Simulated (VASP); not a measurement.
Wanted: the native input for a VASP 6.6.1 run.

- Task: single point
- Functional: r2SCAN
- Potentials or basis: VASP PAW PBE potentials, release 64 (Mg, O)
- Cutoff: 520 eV
- k mesh: 8 × 8 × 8
- Occupations: gaussian, width 0.01 eV
- Spin: no spin polarisation
- Dipole correction: no
- Further INCAR settings: ALGO = Normal; EDIFF = 1e-07; NBANDS = 11

Crystal: MgO.

```
CELL_PARAMETERS angstrom
0.00000 2.10217 2.10217
2.10217 0.00000 2.10217
2.10217 2.10217 0.00000
ATOMIC_POSITIONS crystal
Mg 0.00000 0.00000 0.00000
O 0.50000 0.50000 0.50000
```

The input as run:

POSCAR

```
MgO
1.0
    0.0000000000      2.1021674158      2.1021674158
    2.1021674158      0.0000000000      2.1021674158
    2.1021674158      2.1021674158      0.0000000000
Mg O
1 1
Direct
    0.0000000000      0.0000000000      0.0000000000
    0.5000000000      0.5000000000      0.5000000000
```

INCAR.step1

```
  PREC = Accurate
  ENCUT = 520
  ISMEAR = 0
  SIGMA = 0.01
  LREAL = F
  LASPH = T
  NELM = 60
  NBANDS = 11
  GGA = PE
  ALGO = Normal
  EDIFF = 1E-4
  LWAVE = T
  LCHARG = F
```

INCAR.step2

```
  PREC = Accurate
  ENCUT = 520
  EDIFF = 1E-7
  ISMEAR = 0
  SIGMA = 0.01
  LREAL = F
  LASPH = T
  NELM = 60
  ALGO = Normal
  ISIF = 2
  LWAVE = F
  LCHARG = T
  METAGGA = R2SCAN
  LMIXTAU = T
  LELF = T
  LVHAR = T
  NBANDS = 11
  ISTART = 1
```

KPOINTS

```
Automatic mesh
0
Gamma
  8 8 8
```

Potentials or basis: VASP PAW PBE potentials, release 64 (Mg, O).

Launch:

```bash
$ cat potpaw_PBE.64/Mg/POTCAR potpaw_PBE.64/O/POTCAR > POTCAR
$ cp INCAR.step1 INCAR
$ mpirun -np 1 vasp_std > vasp.out
$ cp INCAR.step2 INCAR
$ mpirun -np 1 vasp_std > vasp.out
```

Results of the run:

```json
{
 "Pressure": "-1.1 GPa",
 "Band gap on the k mesh": "5.66 eV, direct"
}
```

Caveat: the PAW data sets were made with another functional, which shifts forces and pressure a little.

Run time: 20 s on 1 thread of Intel(R) Xeon(R) Platinum 8488C (Sapphire Rapids), on a shared host, peak memory 0.14 GiB.
